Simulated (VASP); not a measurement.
# TaN (Fm-3m) in VASP: a series of runs, part 2 of 2

VASP 6.6.1. The steps go on from the part before.

## 5. Single point, PBEsol

This run uses another cell than the first one, of 10.36 Å³/atom.

INCAR reads:

```
SYSTEM = TaN
PREC = Accurate ; ENCUT = 700
EDIFF = 1E-6 ; ISMEAR = 0
SIGMA = 0.1 ; LREAL = .FALSE.
LASPH = .TRUE. ; NELM = 120
ALGO = Normal ; ISIF = 2
LWAVE = .FALSE. ; LCHARG = .FALSE.
GGA = PS ; NBANDS = 16
GGA_COMPAT = .FALSE.
```

KPOINTS reads:

```
Automatic mesh
0
G
  16 16 16
  0 0 0
```

POSCAR reads:

```
TaN
1.0
    0.0000000000      2.1799032686      2.1799032686
    2.1799032686      0.0000000000      2.1799032686
    2.1799032686      2.1799032686      0.0000000000
Ta N
1 1
Direct
    0.5000000000      0.5000000000      0.5000000000
    0.0000000000      0.0000000000      0.0000000000
```

Potentials or basis: VASP PAW PBE potentials, release 64 (Ta_sv_GW, N).

Command:

```
cat potpaw_PBE.64/Ta_sv_GW/POTCAR potpaw_PBE.64/N/POTCAR > POTCAR
mpirun -np 1 vasp_std > vasp.out
```

OUTCAR:

```text
SYSTEM = TaN
   PREC = Accurate
   ENCUT = 700
   EDIFF = 1E-6
   ISMEAR = 0
   LREAL = .FALSE.
   LASPH = .TRUE.
   NELM = 120
   ISIF = 2
   GGA = PS

 ion  position               nearest neighbor table
   1  0.500  0.500  0.500-   2 2.18   2 2.18   2 2.18   2 2.18   2 2.18   2 2.18
   2  0.000  0.000  0.000-   1 2.18   1 2.18   1 2.18   1 2.18   1 2.18   1 2.18

  LATTYP: Found a face centered cubic cell.
 ALAT       =     4.3598065372

  Lattice vectors:

 A1 = (   0.0000000000,   2.1799032686,   2.1799032686)
 A2 = (   2.1799032686,   0.0000000000,   2.1799032686)
 A3 = (   2.1799032686,   2.1799032686,   0.0000000000)

Analysis of symmetry for initial positions (statically):
=====================================================================
 Subroutine PRICEL returns:
 Original cell was already a primitive cell.

 Routine SETGRP: Setting up the symmetry group for a
 face centered cubic supercell.

 Subroutine GETGRP returns: Found 48 space group operations
 (whereof 48 operations were pure point group operations)
 out of a pool of 48 trial point group operations.

The static configuration has the point symmetry O_h .

Analysis of symmetry for dynamics (positions and initial velocities):
=====================================================================
[... 163 lines left out ...]
 Fermi energy:        14.0382599472

 k-point     1 :       0.0000    0.0000    0.0000
  band No.  band energies     occupation
      1     -55.4103      2.00000
      2     -21.5840      2.00000
      3     -21.5840      2.00000
      4     -21.5840      2.00000
      5      -4.9556      2.00000
      6      10.1786      2.00000
[... 433 lines left out ...]
      3     -21.6085      2.00000
      4     -21.5862      2.00000
      5      -4.6929      2.00000
      6       8.9392      2.00000
[... 8 lines left out ...]
     15      23.9704      0.00000
     16      35.5044      0.00000

 [... further k-points ...]

------------------------ aborting loop because EDIFF is reached ----------------------------------------

  FORCE on cell =-STRESS in cart. coord.  units (eV):
  Direction    XX          YY          ZZ          XY          YZ          ZX
  --------------------------------------------------------------------------------------
  -------------------------------------------------------------------------------------
  Total        0.5248114      0.5248114      0.5248114      0.0000000      0.0000000      0.0000000
  in kB       40.5856175     40.5856175     40.5856175      0.0000000      0.0000000      0.0000000
  external PRESSURE =      40.5856175 kB  Pullay stress =       0.0000000 kB

 VOLUME and BASIS-vectors are now :
 -----------------------------------------------------------------------------
  energy-cutoff  :      700.00
  volume of cell :       20.72
      direct lattice vectors                 reciprocal lattice vectors
     0.000000000  2.179903269  2.179903269    -0.229367976  0.229367976  0.229367976
     2.179903269  0.000000000  2.179903269     0.229367976 -0.229367976  0.229367976
     2.179903269  2.179903269  0.000000000     0.229367976  0.229367976 -0.229367976

 POSITION                                       TOTAL-FORCE (eV/Angst)
 -----------------------------------------------------------------------------------
      2.17990      2.17990      2.17990         0.000000      0.000000      0.000000
      0.00000      0.00000      0.00000        -0.000000     -0.000000     -0.000000
 -----------------------------------------------------------------------------------
    total drift:                                0.000000      0.000000      0.000000

  FREE ENERGIE OF THE ION-ELECTRON SYSTEM (eV)
  ---------------------------------------------------
  free  energy   TOTEN  =       -25.7581350700 eV

  energy  without entropy=      -25.7525707619  energy(sigma->0) =      -25.75535292
```

stdout:

```text
POSCAR found type information on POSCAR TaN
 POSCAR found :  2 types and       2 ions
 scaLAPACK will be used
 -----------------------------------------------------------------------------
|                                                                             |
|                                                                             |
|     You enforced a specific xc type in the INCAR file but a different       |
|     I HOPE YOU KNOW WHAT YOU ARE DOING!                                     |
|                                                                             |
 -----------------------------------------------------------------------------

 LDA part: xc-table for (Slater+PW92), standard interpolation
 POSCAR, INCAR and KPOINTS ok, starting setup
 FFT: planning ... GRIDC
 FFT: planning ... GRID_SOFT
 FFT: planning ... GRID
 WAVECAR not read
 entering main loop
```

Wall time 70 s (1 thread of AMD EPYC 7R13 (Zen 3), shared host); peak memory 0.2 GiB.

What came out:

| Property | Result |
| --- | --- |
| Free energy | -25.7581 eV |
| Pressure | 4.1 GPa |
| Band gap on the k mesh | zero (bands 9 and 10 overlap by 4.19 eV) |

Caveat: the cell stands under pressure; the PAW data sets were made with another functional, which shifts forces and pressure a little; spin-orbit coupling is left out, which moves the levels of the heavy elements.

## 6. Overview

| task | potentials or basis | cell | cutoff (eV) | smearing | gap on the mesh (eV) | pressure (GPa) |
| --- | --- | --- | --- | --- | --- | --- |
| single point | VASP PAW PBE potentials, release 64 (Ta_pv, N) | a = 3.002 Å, angles 60.0°, 2 atoms | 520 | fermi-dirac 0.15 eV | none | 41.6 |
| relaxation of cell and atoms | VASP PAW PBE potentials, release 64 (Ta_pv, N) | relaxed to 40 GPa from a = 3.095 Å, angles 60.0°, 2 atoms | 600 | fermi-dirac 0.15 eV | none | 40.0 |
| single point | VASP PAW PBE potentials, release 64 (Ta_sv_GW, N) | a = 3.062 Å, angles 60.0°, 2 atoms | 700 | gaussian 0.1 eV | none | 12.0 |
| single point | VASP PAW PBE potentials, release 64 (Ta_sv_GW, N) | a = 3.083 Å, angles 60.0°, 2 atoms | 700 | gaussian 0.1 eV | none | 4.1 |

Alike in all rows: level PBEsol; no spin polarisation; k mesh 16 × 16 × 16.

Caveats: the PAW data sets were made with another functional, which shifts forces and pressure a little; spin-orbit coupling is left out, which moves the levels of the heavy elements; the cell stands under pressure (at least some runs); the cell is relaxed towards a set pressure, so the run minimises the enthalpy, not the energy (at least some runs); the highest band is partly filled, so the run has too few bands (at least some runs).

Absolute energies hang on the potentials; compare differences alone.
